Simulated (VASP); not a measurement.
A run of VASP 6.6.1:

File INCAR:

```
SYSTEM = AlRu
PREC = Accurate ; ENCUT = 520
EDIFF = 1E-6 ; ISMEAR = -1
SIGMA = 0.1 ; LREAL = .FALSE.
LASPH = .TRUE. ; NELM = 60
ALGO = Normal ; ISIF = 2
LWAVE = .FALSE. ; LCHARG = .FALSE.
GGA = PS ; NBANDS = 16
```

File KPOINTS:

```
Automatic mesh
0
G
  11 11 11
  0 0 0
```

File POSCAR:

```
AlRu
1.0
    2.9773284133      0.0000000000      0.0000000000
    0.0000000000      2.9773284133      0.0000000000
    0.0000000000      0.0000000000      2.9773284133
Al Ru
1 1
Direct
    0.0000000000      0.0000000000      0.0000000000
    0.5000000000      0.5000000000      0.5000000000
```

Potentials or basis: VASP PAW PBE potentials, release 64 (Al, Ru_pv).

The run is started by

```console
$ cat potpaw_PBE.64/Al/POTCAR potpaw_PBE.64/Ru_pv/POTCAR > POTCAR
$ mpirun -np 1 vasp_std > vasp.out
```

Hardware: 1 thread of Intel(R) Xeon(R) Platinum 8259CL CPU @ 2.50GHz (Skylake/Cascade Lake), with other jobs on the host.

Task: How long does it take, and how much memory?

Result: Wall time 11 s on 1 thread of Intel(R) Xeon(R) Platinum 8259CL CPU @ 2.50GHz (Skylake/Cascade Lake), on a shared host, peak memory 0.15 GiB. Counts: scf iterations 12, k points 56.
